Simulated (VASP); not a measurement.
# InSe (P6_3/mmc) in VASP: relaxation of cell and atoms with PBE

Aim: the relaxation of cell and atoms of InSe with PBE.

Everything below comes from runs of VASP 6.6.1. Logs are shortened: lines on timing, memory, paths and dates and some standing lists are left out, and cuts for length are marked.

**1. The cell of the first run**

Symmetry: P6_3/mmc, No. 194, hexagonal system. The conventional cell has a = 4.050 Å, b = 4.050 Å, c = 16.930 Å, α = 90.00°, β = 90.00°, γ = 120.00°. In (site symmetry 3m) has 3 Se at 2.52 Å and 1 In at 3.15 Å within 3.3 Å. Se (site symmetry 3m) has 3 In at 2.52 Å within 3.3 Å.

**2. Relaxation of cell and atoms, PBE**

File INCAR:

```
SYSTEM = InSe
PREC = Accurate ; ENCUT = 600
EDIFF = 1E-7 ; ISMEAR = 0
SIGMA = 0.01 ; LREAL = .False.
LASPH = .True. ; NELM = 60
ALGO = Normal ; ISIF = 3
LWAVE = .False. ; LCHARG = .False.
GGA = PE ; IBRION = 2
NSW = 80 ; EDIFFG = -0.05
```

File KPOINTS:

```
Automatic mesh
0
Gamma
  6 6 2
  0 0 0
```

File POSCAR:

```
InSe
1.0
    4.0500000000      0.0000000000      0.0000000000
   -2.0250000000      3.5074000000      0.0000000000
    0.0000000000      0.0000000000     16.9300000000
In Se
4 4
Direct
    0.3333333333      0.6666666667      0.1570000000
    0.6666666667      0.3333333333      0.6570000000
    0.3333333333      0.6666666667      0.3430000000
    0.6666666667      0.3333333333      0.8430000000
    0.3333333333      0.6666666667      0.6020000000
    0.6666666667      0.3333333333      0.1020000000
    0.3333333333      0.6666666667      0.8980000000
    0.6666666667      0.3333333333      0.3980000000
```

Potentials or basis: VASP PAW PBE potentials, release 64 (In_d, Se).

Run with:

```console
$ cat potpaw_PBE.64/In_d/POTCAR potpaw_PBE.64/Se/POTCAR > POTCAR
$ mpirun -np 1 vasp_std > vasp.out
```

OUTCAR:

```text
SYSTEM = InSe
   PREC = Accurate
   ENCUT = 600
   EDIFF = 1E-7
   ISMEAR = 0
   LREAL = .False.
   LASPH = .True.
   NELM = 60
   ISIF = 3
   GGA = PE
   IBRION = 2
   NSW = 80
   EDIFFG = -0.05

 ion  position               nearest neighbor table
   1  0.333  0.667  0.157-   6 2.52   6 2.52   6 2.52   3 3.15
   2  0.667  0.333  0.657-   5 2.52   5 2.52   5 2.52   4 3.15
   3  0.333  0.667  0.343-   8 2.52   8 2.52   8 2.52   1 3.15
   4  0.667  0.333  0.843-   7 2.52   7 2.52   7 2.52   2 3.15
   5  0.333  0.667  0.602-   2 2.52   2 2.52   2 2.52
   6  0.667  0.333  0.102-   1 2.52   1 2.52   1 2.52
   7  0.333  0.667  0.898-   4 2.52   4 2.52   4 2.52
   8  0.667  0.333  0.398-   3 2.52   3 2.52   3 2.52

  LATTYP: Found a hexagonal cell.
 ALAT       =     4.0500000000
 C/A-ratio  =     4.1802469136

  Lattice vectors:

 A1 = (   4.0500000000,   0.0000000000,   0.0000000000)
 A2 = (  -2.0250000000,   3.5074000000,   0.0000000000)
 A3 = (   0.0000000000,   0.0000000000,  16.9300000000)

Analysis of symmetry for initial positions (statically):
=====================================================================
 Subroutine PRICEL returns:
 Original cell was already a primitive cell.

 Routine SETGRP: Setting up the symmetry group for a
 hexagonal supercell.

 Subroutine GETGRP returns: Found 24 space group operations
 (whereof 12 operations were pure point group operations)
 out of a pool of 24 trial point group operations.

The static configuration has the point symmetry D_3d.
 The point group associated with its full space group is D_6h.

Analysis of symmetry for dynamics (positions and initial velocities):
=====================================================================
 Subroutine PRICEL returns:
 Original cell was already a primitive cell.

 Routine SETGRP: Setting up the symmetry group for a
 hexagonal supercell.

 Subroutine GETGRP returns: Found 24 space group operations
 (whereof 12 operations were pure point group operations)
 out of a pool of 24 trial point group operations.

The dynamic configuration has the point symmetry D_3d.
 The point group associated with its full space group is D_6h.

 Subroutine INISYM returns: Found 24 space group operations
 (whereof 12 operations are pure point group operations),
 and found     1 'primitive' translations

----------------------------------------------------------------------------------------

                                     Primitive cell

  volume of cell :     240.4901

  direct lattice vectors                    reciprocal lattice vectors
     4.050000000  0.000000000  0.000000000     0.246913580  0.142555739  0.000000000
    -2.025000000  3.507400000  0.000000000     0.000000000  0.285111479  0.000000000
     0.000000000  0.000000000 16.930000000     0.000000000  0.000000000  0.059066745

  length of vectors
     4.050000000  4.049997501 16.930000000     0.285111303  0.285111479  0.059066745

  position of ions in fractional coordinates (direct lattice)
     0.333333333  0.666666667  0.157000000
     0.666666667  0.333333333  0.657000000
     0.333333333  0.666666667  0.343000000
     0.666666667  0.333333333  0.843000000
     0.333333333  0.666666667  0.602000000
     0.666666667  0.333333333  0.102000000
     0.333333333  0.666666667  0.898000000
     0.666666667  0.333333333  0.398000000

  ion indices of the primitive-cell ions
   primitive index   ion index
                 1           1
                 2           2
                 3           3
                 4           4
                 5           5
                 6           6
                 7           7
                 8           8

----------------------------------------------------------------------------------------

 KPOINTS: Automatic mesh

Automatic generation of k-mesh.
 Grid dimensions read from file:
 generate k-points for:    6    6    2

 Generating k-lattice:

  Cartesian coordinates                     Fractional coordinates (reciprocal lattice)
     0.041152263  0.023759290  0.000000000     0.166666667 -0.000000000  0.000000000
     0.000000000  0.047518580  0.000000000     0.000000000  0.166666667  0.000000000
     0.000000000  0.000000000  0.029533373     0.000000000  0.000000000  0.500000000

  Length of vectors
     0.047518550  0.047518580  0.029533373

  Shift w.r.t. Gamma in fractional coordinates (k-lattice)
     0.000000000  0.000000000  0.000000000

 Subroutine IBZKPT returns following result:
 ===========================================

 Found     14 irreducible k-points:

 Following reciprocal coordinates:
            Coordinates               Weight
  0.000000  0.000000  0.000000      1.000000
  0.166667 -0.000000  0.000000      6.000000
  0.333333  0.000000  0.000000      6.000000
  0.500000  0.000000  0.000000      3.000000
  0.166667  0.166667  0.000000      6.000000
  0.333333  0.166667  0.000000     12.000000
  0.333333  0.333333  0.000000      2.000000
  0.000000  0.000000  0.500000      1.000000
  0.166667 -0.000000  0.500000      6.000000
  0.333333  0.000000  0.500000      6.000000
  0.500000  0.000000  0.500000      3.000000
  0.166667  0.166667  0.500000      6.000000
  0.333333  0.166667  0.500000     12.000000
  0.333333  0.333333  0.500000      2.000000
   k-points           NKPTS =     14   k-points in BZ     NKDIM =     14   number of bands    NBANDS=     45
   number of dos      NEDOS =    301   number of ions     NIONS =      8
   total plane-waves  NPLWV = 143360
   dimension x,y,z NGX =    32 NGY =   32 NGZ =  140
   dimension x,y,z NGXF=    64 NGYF=   64 NGZF=  280
   ions per type =               4   4
   NGX,Y,Z   is equivalent  to a cutoff of  13.14, 13.14, 13.75 a.u.
   NGXF,Y,Z  is equivalent  to a cutoff of  26.27, 26.27, 27.49 a.u.
 SYSTEM =  InSe
   PREC   = accura    normal or accurate (medium, high low for compatibility)
   ISTART =      0    job   : 0-new  1-cont  2-samecut
   ICHARG =      2    charge: 1-file 2-atom 10-const
   ISPIN  =      1    spin polarized calculation?
   LNONCOLLINEAR =      F non collinear calculations
   LSORBIT =      F    spin-orbit coupling
   LASPH  =      T    aspherical Exc in radial PAW
   ENCUT  =  600.0 eV  44.10 Ry    6.64 a.u.   8.09  8.09 33.81*2*pi/ulx,y,z
   NELM   =     60;   NELMIN=  2; NELMDL= -5     # of ELM steps
   EDIFF  = 0.1E-06   stopping-criterion for ELM
   LREAL  =      F    real-space projection
   EDIFFG = -.5E-01   stopping-criterion for IOM
   NSW    =     80    number of steps for IOM
   IBRION =      2    ionic relax: 0-MD 1-quasi-New 2-CG
   NFREE  =      1    steps in history (QN), initial steepest desc. (CG)
   ISIF   =      3    stress and relaxation
   ISYM   =      2    0-nonsym 1-usesym 2-fastsym
   POTIM  = 0.5000    time-step for ionic-motion
   TEBEG  =    0.0;   TEEND  =   0.0 temperature during run
   PSTRESS=    0.0 pullay stress
   NELECT =      76.0000    total number of electrons
   NUPDOWN=      -1.0000    fix difference up-down
   EMIN   =  10.00;   EMAX   =-10.00  energy-range for DOS
   EFERMI =   0.00;   METHOD = LEGACY
   ISMEAR =     0;   SIGMA  =   0.01  broadening in eV -4-tet -1-fermi 0-gaus
   EFERMI_NEDOS =   21; number of points for ismear=-14 and -15
   IALGO  =     38    algorithm
   IMIX   =      4    mixing-type and parameters
     AMIX     =   0.40;   BMIX     =  1.00
     AMIX_MAG =   1.60;   BMIX_MAG =  1.00
  volume/ion in A,a.u.               =      30.06       202.86
  Fermi-wavevector in a.u.,A,eV,Ry     =   1.115099  2.107232 16.918121  1.243447
  Thomas-Fermi vector in A             =   2.251701
   LORBIT       =      0    0 simple, 1 ext, 2 COOP (PROOUT), +10 PAW based schemes
   GGA     = PE    functional components
   LHFCALC =     F    Hartree Fock is set to
   AEXX    =    0.0000 exact exchange contribution
   IVDW    =     0    specifies the selected vdW correction
   LEPSILON=     F    determine dielectric tensor
   LRPA    =     F    only Hartree local field effects (RPA)
 conjugate gradient relaxation of ions
 non-spin polarized calculation
 Gauss-broadening in eV      SIGMA  =   0.01
  energy-cutoff  :      600.00
  volume of cell :      240.49
 maximum number of plane-waves:      8054
   NGX = 17   NGY = 17   NGZ = 67

--------------------------------------- Ionic step        1  -------------------------------------------

 number of electron      75.9999998 magnetization

 Free energy of the ion-electron system (eV)
  ---------------------------------------------------
  ext. energy  EPLUGINS =         0.00000000
  ---------------------------------------------------
  free energy    TOTEN  =       -26.50067747 eV

  energy without entropy =      -26.50037112  energy(sigma->0) =      -26.50052430

------------------------ aborting loop because EDIFF is reached ----------------------------------------

  FORCE on cell =-STRESS in cart. coord.  units (eV):
  Direction    XX          YY          ZZ          XY          YZ          ZX
  --------------------------------------------------------------------------------------
  -------------------------------------------------------------------------------------
  Total       15.9449787     15.9449525      2.7911130     -0.0000000      0.0000000     -0.0000000
  in kB      106.2275700    106.2273952     18.5947660     -0.0000000      0.0000000     -0.0000000
  external PRESSURE =      77.0165771 kB  Pullay stress =       0.0000000 kB
[... 107 lines left out ...]
  FREE ENERGIE OF THE ION-ELECTRON SYSTEM (eV)
  ---------------------------------------------------
  free  energy   TOTEN  =       -28.0745752764 eV

  energy  without entropy=      -28.0745752764  energy(sigma->0) =      -28.07457528

[... ionic steps 4 to 9 ...]

--------------------------------------- Ionic step       10  -------------------------------------------

 number of electron      76.0000000 magnetization

------------------------ aborting loop because EDIFF is reached ----------------------------------------

  FORCE on cell =-STRESS in cart. coord.  units (eV):
  Direction    XX          YY          ZZ          XY          YZ          ZX
  --------------------------------------------------------------------------------------
  -------------------------------------------------------------------------------------
  Total        0.0314122      0.0314121      0.1574333      0.0000000      0.0000000      0.0000000
  in kB        0.1996486      0.1996483      1.0006100      0.0000000      0.0000000      0.0000000
  external PRESSURE =       0.4666357 kB  Pullay stress =       0.0000000 kB
[... 69 lines left out ...]
  energy  without entropy=      -28.4129195775  energy(sigma->0) =      -28.41291958

--------------------------------------- Ionic step       12  -------------------------------------------

 number of electron      75.9999997 magnetization

 Free energy of the ion-electron system (eV)
  ---------------------------------------------------
  ext. energy  EPLUGINS =         0.00000000
  ---------------------------------------------------
  free energy    TOTEN  =       -28.41500940 eV

  energy without entropy =      -28.41500940  energy(sigma->0) =      -28.41500940

 E-fermi :   3.3928     XC(G=0):  -8.5179

 val. band max:        3.3172857935   @ k =   0.0000   0.0000   0.0000
 cond. band min:       3.6241043443   @ k =   0.0000   0.0000   0.0000
 fundamental gap:      0.3068185508
 Fermi energy:         3.3927564698

 k-point     1 :       0.0000    0.0000    0.0000
  band No.  band energies     occupation
      1     -11.3439      2.00000
      2     -11.3436      2.00000
      3     -11.1753      2.00000
      4     -11.1753      2.00000
      5     -11.1751      2.00000
      6     -11.1751      2.00000
[... 696 lines left out ...]
  FREE ENERGIE OF THE ION-ELECTRON SYSTEM (eV)
  ---------------------------------------------------
  free  energy   TOTEN  =       -28.4150094049 eV

  energy  without entropy=      -28.4150094049  energy(sigma->0) =      -28.41500940

 reached required accuracy - stopping structural energy minimisation
```

Wall time 67 min (1 thread of Oxide Virtual Turin-like, shared host); peak memory 0.46 GiB.

Results:

| Quantity | Value |
| --- | --- |
| Free energy | -28.4150 eV |
| Relaxed volume | 31.66 Å³/atom |
| Relaxed cell | a = 4.101 Å, b = 4.101 Å, c = 17.384 Å, α = 90.00°, β = 90.00°, γ = 120.00° |
| Space group after relaxing (to 0.1 Å) | P6_3/mmc (No. 194) |
| Energy gained by relaxing | 239.3 meV/atom |
| Ionic steps | 12 |
| Pressure after relaxing | 0.0 GPa |
| Largest force after relaxing | 0.040 eV/Å |
| Band gap on the k mesh | 0.31 eV |

Forces on the atoms (eV/Å):
```
In   0.000  0.000  0.027
In   0.000  0.000  0.027
In   0.000  0.000 -0.027
In   0.000  0.000 -0.027
Se   0.000  0.000  0.040
Se   0.000  0.000  0.040
Se   0.000  0.000 -0.040
Se   0.000  0.000 -0.040
```

The path:
```tsv
step	energy change (eV)	largest force (eV/Å)	pressure (GPa)	volume (Å³)
1	0.0000	2.8786	7.70	240.49
2	-1.1749	0.4656	-4.11	293.83
3	-1.5739	0.7837	-1.47	273.26
4	-1.7544	0.4039	-0.91	264.57
5	-1.8181	0.1430	-0.13	256.08
6	-1.8818	0.1136	0.36	251.92
7	-1.8960	0.1691	0.88	248.11
8	-1.8990	0.2273	-0.40	253.43
9	-1.9090	0.0678	0.18	250.95
10	-1.9118	0.0740	0.05	252.08
11	-1.9122	0.0775	-0.02	252.73
12	-1.9143	0.0400	0.03	253.25
```

Final structure:
```
In Se
1.0
     4.10142    0.00000    0.00000
    -2.05071    3.55193    0.00000
     0.00000    0.00000   17.38420
In Se
4 4
Direct
  0.33333 0.66667 0.16856
  0.66667 0.33333 0.66856
  0.33333 0.66667 0.33144
  0.66667 0.33333 0.83144
  0.33333 0.66667 0.59569
  0.66667 0.33333 0.09569
  0.33333 0.66667 0.90431
  0.66667 0.33333 0.40431
```

Caveat: spin-orbit coupling is left out, which moves the levels of the heavy elements; this functional lacks dispersion, which binds layers or chains, so the pressure and a relaxed spacing across them are unreliable; the relaxation stopped at a loose force limit of 0.05 eV/Å, so its end isn't a converged minimum. Zero-point motion and thermal expansion aren't in these numbers.
